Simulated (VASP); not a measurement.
# KMgF3 (P4/mmm) in VASP: a series of runs, part 2 of 2

VASP 6.6.1.

### Step 3. Single point, PBEsol (strain +0.000 along x and y, -0.015 along z)

Input file INCAR:

```
SYSTEM = KMgF3
ALGO = Normal
EDIFF = 1E-6
ENCUT = 520
GGA = PS
ISIF = 2
ISMEAR = 0
LASPH = .True.
LCHARG = .False.
LREAL = .False.
LWAVE = .False.
NBANDS = 24
NELM = 100
PREC = Accurate
SIGMA = 0.05
```

Input file KPOINTS:

```
k-points
0
Gamma
  6 6 6
  0 0 0
```

Input file POSCAR:

```
KMgF3
1.0
    3.9859000000      0.0000000000      0.0000000000
    0.0000000000      3.9859000000      0.0000000000
    0.0000000000      0.0000000000      3.9261115000
K Mg F
1 1 3
Direct
    0.5000000000      0.5000000000      0.5000000000
    0.0000000000      0.0000000000      0.0000000000
    0.5000000000      0.0000000000      0.0000000000
    0.0000000000      0.5000000000      0.0000000000
    0.0000000000      0.0000000000      0.5000000000
```

Potentials or basis: VASP PAW PBE potentials, release 64 (K_sv, Mg, F).

The run is started by

```bash
$ cat potpaw_PBE.64/K_sv/POTCAR potpaw_PBE.64/Mg/POTCAR potpaw_PBE.64/F/POTCAR > POTCAR
$ mpirun -np 1 vasp_std > vasp.out
```

OUTCAR:

```text
SYSTEM = KMgF3
   EDIFF = 1E-6
   ENCUT = 520
   GGA = PS
   ISIF = 2
   ISMEAR = 0
   LASPH = .True.
   LREAL = .False.
   NELM = 100
   PREC = Accurate

 ion  position               nearest neighbor table
   1  0.500  0.500  0.500-   3 2.80   4 2.80   3 2.80   4 2.80   3 2.80   3 2.80   4 2.80   4 2.80
                             5 2.82   5 2.82   5 2.82   5 2.82   2 3.43   2 3.43   2 3.43   2 3.43
   2  0.000  0.000  0.000-   5 1.96   5 1.96   3 1.99   4 1.99   4 1.99   3 1.99   1 3.43   1 3.43
                             1 3.43   1 3.43   1 3.43   1 3.43   1 3.43   1 3.43
   3  0.500  0.000  0.000-   2 1.99   2 1.99   1 2.80   1 2.80   1 2.80   1 2.80
   4  0.000  0.500  0.000-   2 1.99   2 1.99   1 2.80   1 2.80   1 2.80   1 2.80
   5  0.000  0.000  0.500-   2 1.96   2 1.96   1 2.82   1 2.82   1 2.82   1 2.82

  LATTYP: Found a simple tetragonal cell.
 ALAT       =     3.9859000000
 C/A-ratio  =     0.9850000000

  Lattice vectors:

 A1 = (   3.9859000000,   0.0000000000,   0.0000000000)
 A2 = (   0.0000000000,   3.9859000000,   0.0000000000)
 A3 = (   0.0000000000,   0.0000000000,   3.9261115000)

Analysis of symmetry for initial positions (statically):
=====================================================================
 Subroutine PRICEL returns:
 Original cell was already a primitive cell.

 Routine SETGRP: Setting up the symmetry group for a
 simple tetragonal supercell.

 Subroutine GETGRP returns: Found 16 space group operations
 (whereof 16 operations were pure point group operations)
 out of a pool of 16 trial point group operations.

The static configuration has the point symmetry D_4h.

Analysis of symmetry for dynamics (positions and initial velocities):
=====================================================================
 Subroutine PRICEL returns:
 Original cell was already a primitive cell.

 Routine SETGRP: Setting up the symmetry group for a
 simple tetragonal supercell.

 Subroutine GETGRP returns: Found 16 space group operations
 (whereof 16 operations were pure point group operations)
 out of a pool of 16 trial point group operations.

The dynamic configuration has the point symmetry D_4h.

 Subroutine INISYM returns: Found 16 space group operations
 (whereof 16 operations are pure point group operations),
 and found     1 'primitive' translations

----------------------------------------------------------------------------------------

                                     Primitive cell

  volume of cell :      62.3757

  direct lattice vectors                    reciprocal lattice vectors
     3.985900000  0.000000000  0.000000000     0.250884367  0.000000000  0.000000000
     0.000000000  3.985900000  0.000000000     0.000000000  0.250884367  0.000000000
     0.000000000  0.000000000  3.926111500     0.000000000  0.000000000  0.254704942

  length of vectors
     3.985900000  3.985900000  3.926111500     0.250884367  0.250884367  0.254704942

  position of ions in fractional coordinates (direct lattice)
     0.500000000  0.500000000  0.500000000
     0.000000000  0.000000000  0.000000000
     0.500000000  0.000000000  0.000000000
     0.000000000  0.500000000  0.000000000
     0.000000000  0.000000000  0.500000000

  ion indices of the primitive-cell ions
   primitive index   ion index
                 1           1
                 2           2
[... 33 lines left out ...]
  0.166667  0.000000  0.000000      4.000000
  0.333333  0.000000  0.000000      4.000000
  0.500000  0.000000  0.000000      2.000000
  0.166667  0.166667  0.000000      4.000000
  0.333333  0.166667  0.000000      8.000000
[... 16 lines left out ...]
  0.333333  0.000000  0.333333      8.000000
  0.500000  0.000000  0.333333      4.000000
 [... further k-points ...]
   k-points           NKPTS =     40   k-points in BZ     NKDIM =     40   number of bands    NBANDS=     24
   number of dos      NEDOS =    301   number of ions     NIONS =      5
   total plane-waves  NPLWV =  27000
   dimension x,y,z NGX =    30 NGY =   30 NGZ =   30
   dimension x,y,z NGXF=    60 NGYF=   60 NGZF=   60
   ions per type =               1   1   3
   NGX,Y,Z   is equivalent  to a cutoff of  12.51, 12.51, 12.70 a.u.
   NGXF,Y,Z  is equivalent  to a cutoff of  25.03, 25.03, 25.41 a.u.
 SYSTEM =  KMgF3
   PREC   = accura    normal or accurate (medium, high low for compatibility)
   ISTART =      0    job   : 0-new  1-cont  2-samecut
   ICHARG =      2    charge: 1-file 2-atom 10-const
   ISPIN  =      1    spin polarized calculation?
   LNONCOLLINEAR =      F non collinear calculations
   LSORBIT =      F    spin-orbit coupling
   LASPH  =      T    aspherical Exc in radial PAW
   ENCUT  =  520.0 eV  38.22 Ry    6.18 a.u.   7.41  7.41  7.30*2*pi/ulx,y,z
   NELM   =    100;   NELMIN=  2; NELMDL= -5     # of ELM steps
   EDIFF  = 0.1E-05   stopping-criterion for ELM
   LREAL  =      F    real-space projection
   EDIFFG = 0.1E-04   stopping-criterion for IOM
   NSW    =      0    number of steps for IOM
   IBRION =     -1    ionic relax: 0-MD 1-quasi-New 2-CG
   NFREE  =      0    steps in history (QN), initial steepest desc. (CG)
   ISIF   =      2    stress and relaxation
   ISYM   =      2    0-nonsym 1-usesym 2-fastsym
   POTIM  = 0.5000    time-step for ionic-motion
   TEBEG  =    0.0;   TEEND  =   0.0 temperature during run
   PSTRESS=    0.0 pullay stress
   NELECT =      32.0000    total number of electrons
   NUPDOWN=      -1.0000    fix difference up-down
   EMIN   =  10.00;   EMAX   =-10.00  energy-range for DOS
   EFERMI =   0.00;   METHOD = LEGACY
   ISMEAR =     0;   SIGMA  =   0.05  broadening in eV -4-tet -1-fermi 0-gaus
   EFERMI_NEDOS =   21; number of points for ismear=-14 and -15
   IALGO  =     38    algorithm
   IMIX   =      4    mixing-type and parameters
     AMIX     =   0.40;   BMIX     =  1.00
     AMIX_MAG =   1.60;   BMIX_MAG =  1.00
  volume/ion in A,a.u.               =      12.48        84.19
  Fermi-wavevector in a.u.,A,eV,Ry     =   1.310548  2.476577 23.368506  1.717537
  Thomas-Fermi vector in A             =   2.441071
   LORBIT       =      0    0 simple, 1 ext, 2 COOP (PROOUT), +10 PAW based schemes
   GGA     = PS    functional components
   LHFCALC =     F    Hartree Fock is set to
   AEXX    =    0.0000 exact exchange contribution
   IVDW    =     0    specifies the selected vdW correction
   LEPSILON=     F    determine dielectric tensor
   LRPA    =     F    only Hartree local field effects (RPA)
 non-spin polarized calculation
 Gauss-broadening in eV      SIGMA  =   0.05
  energy-cutoff  :      520.00
  volume of cell :       62.38
 maximum number of plane-waves:      1719
 NGX is ok and might be reduce to    30
   NGX = 15   NGY = 15   NGZ = 15

 number of electron      31.9999964 magnetization

 Free energy of the ion-electron system (eV)
  ---------------------------------------------------
  ext. energy  EPLUGINS =         0.00000000
  ---------------------------------------------------
  free energy    TOTEN  =       -25.25482620 eV

  energy without entropy =      -25.25482620  energy(sigma->0) =      -25.25482620

 E-fermi :  -1.4132     XC(G=0): -10.0234

 val. band max:       -1.6258153124   @ k =   0.5000   0.5000   0.5000
 cond. band min:       5.6040392123   @ k =   0.0000   0.0000   0.0000
 fundamental gap:      7.2298545247
 Fermi energy:        -1.4131962204

 k-point     1 :       0.0000    0.0000    0.0000
  band No.  band energies     occupation
      1     -27.0775      2.00000
      2     -21.6863      2.00000
      3     -21.0094      2.00000
      4     -20.9724      2.00000
      5     -10.6504      2.00000
      6     -10.6504      2.00000
[... 637 lines left out ...]
     23      12.6741      0.00000
     24      13.4130      0.00000

 [... further k-points ...]

------------------------ aborting loop because EDIFF is reached ----------------------------------------

  FORCE on cell =-STRESS in cart. coord.  units (eV):
  Direction    XX          YY          ZZ          XY          YZ          ZX
  --------------------------------------------------------------------------------------
  -------------------------------------------------------------------------------------
  Total        0.2169802      0.2169802      0.8622789      0.0000000      0.0000000      0.0000000
  in kB        5.5733366      5.5733366     22.1484290      0.0000000      0.0000000      0.0000000
  external PRESSURE =      11.0983674 kB  Pullay stress =       0.0000000 kB

 VOLUME and BASIS-vectors are now :
 -----------------------------------------------------------------------------
  energy-cutoff  :      520.00
  volume of cell :       62.38
      direct lattice vectors                 reciprocal lattice vectors
     3.985900000  0.000000000  0.000000000     0.250884367  0.000000000  0.000000000
     0.000000000  3.985900000  0.000000000     0.000000000  0.250884367  0.000000000
     0.000000000  0.000000000  3.926111500     0.000000000  0.000000000  0.254704942

 POSITION                                       TOTAL-FORCE (eV/Angst)
 -----------------------------------------------------------------------------------
      1.99295      1.99295      1.96306         0.000000      0.000000      0.000000
      0.00000      0.00000      0.00000         0.000000      0.000000      0.000000
      1.99295      0.00000      0.00000         0.000000      0.000000      0.000000
      0.00000      1.99295      0.00000         0.000000      0.000000      0.000000
      0.00000      0.00000      1.96306         0.000000      0.000000      0.000000
 -----------------------------------------------------------------------------------
    total drift:                                0.000000     -0.000000      0.000000

  FREE ENERGIE OF THE ION-ELECTRON SYSTEM (eV)
  ---------------------------------------------------
  free  energy   TOTEN  =       -25.2548261956 eV

  energy  without entropy=      -25.2548261956  energy(sigma->0) =      -25.25482620
```

OSZICAR:

```text
N       E                     dE             d eps       ncg     rms          rms(c)
DAV:   1     0.216725636532E+03    0.21673E+03   -0.17216E+04  2000   0.127E+03
DAV:   2    -0.158466068984E+02   -0.23257E+03   -0.22272E+03  2504   0.339E+02
DAV:   3    -0.267650268560E+02   -0.10918E+02   -0.10863E+02  2832   0.673E+01
DAV:   4    -0.271267894024E+02   -0.36176E+00   -0.36169E+00  2464   0.756E+00
DAV:   5    -0.271286078151E+02   -0.18184E-02   -0.18183E-02  2600   0.573E-01    0.816E+00
DAV:   6    -0.252808603522E+02    0.18477E+01   -0.57559E+00  2232   0.175E+01    0.413E+00
DAV:   7    -0.252649559022E+02    0.15904E-01   -0.28338E-01  2312   0.282E+00    0.245E+00
DAV:   8    -0.252556050473E+02    0.93509E-02   -0.68638E-02  2376   0.238E+00    0.328E-01
DAV:   9    -0.252546624419E+02    0.94261E-03   -0.15340E-02  2448   0.862E-01    0.147E-01
DAV:  10    -0.252548603909E+02   -0.19795E-03   -0.88797E-04  2328   0.201E-01    0.114E-01
DAV:  11    -0.252548317904E+02    0.28600E-04   -0.11050E-04  2456   0.796E-02    0.467E-02
DAV:  12    -0.252548260823E+02    0.57081E-05   -0.46443E-05  2304   0.494E-02    0.363E-03
DAV:  13    -0.252548261956E+02   -0.11326E-06   -0.20150E-06  2256   0.832E-03
   1 F= -.25254826E+02 E0= -.25254826E+02  d E =-.730076E-11
```

It took 88 s on 1 thread of Intel Xeon Platinum 8259CL at 2.50GHz (Skylake/Cascade Lake), shared host; peak memory 0.2 GiB.

Results:

```yaml
Free_energy: -25.2548 eV
Pressure: 1.1 GPa
Band_gap_on_the_k_mesh: 7.23 eV (least direct gap 7.56 eV)
```

Levels at points of the mesh, in eV from the valence-band top:
```
           k point  band 14  band 15  band 16  band 17  band 18  band 19
(0.00, 0.00, 0.00)    -0.33    -0.33    -0.33     7.23     9.92     9.99
(0.50, 0.00, 0.00)    -0.86    -0.55    -0.55    10.02    10.43    11.00
(0.50, 0.50, 0.00)    -0.98    -0.98    -0.04    10.88    11.60    12.54
(0.00, 0.00, 0.50)    -0.91    -0.55    -0.55    10.09    10.46    11.12
(0.50, 0.00, 0.50)    -0.90    -0.90    -0.02    10.90    11.68    12.58
(0.50, 0.50, 0.50)    -0.01     0.00     0.00    10.36    10.36    10.36
```

Caveat: the cell differs from its parent crystal (strain +0.000 along x and y, -0.015 along z); the PAW data sets were made with another functional, which shifts forces and pressure a little. A k mesh can miss the band edges.
